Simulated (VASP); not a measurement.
HfO2:

```
CELL_PARAMETERS angstrom
0.00000 2.60766 2.60766
2.60766 0.00000 2.60766
2.60766 2.60766 0.00000
ATOMIC_POSITIONS crystal
Hf 0.00000 0.00000 0.00000
O 0.75000 0.75000 0.75000
O 0.25000 0.25000 0.25000
```

Base run:

* Program: VASP 6.6.1
* Functional: LDA
* Potentials or basis: VASP PAW LDA potentials, release 64 (Hf_pv, O)
* Cutoff: 520 eV
* k mesh: 9 × 9 × 9
* Occupations: fermi-dirac, width 0.05 eV
* Spin: non-collinear spin, zero start, spin-orbit coupling
* Starting moments: [[0.0, 0.0, 0.0], [0.0, 0.0, 0.0], [0.0, 0.0, 0.0]] μB

Its results: pressure -29.5 GPa; net moment 0.00 μB per cell.

Problem. The run is repeated on the same cell with these changes: functional from LDA to PBEsol; potentials or basis from VASP PAW LDA potentials, release 64 (Hf_pv, O) to VASP PAW PBE potentials, release 64 (Hf_pv, O). What comes out?

Solution. Pressure -24.3 GPa; net moment 0.00 μB per cell.

Caveats: the cell stands under tension; the PAW data sets were made with another functional, which shifts forces and pressure a little (at least some runs).
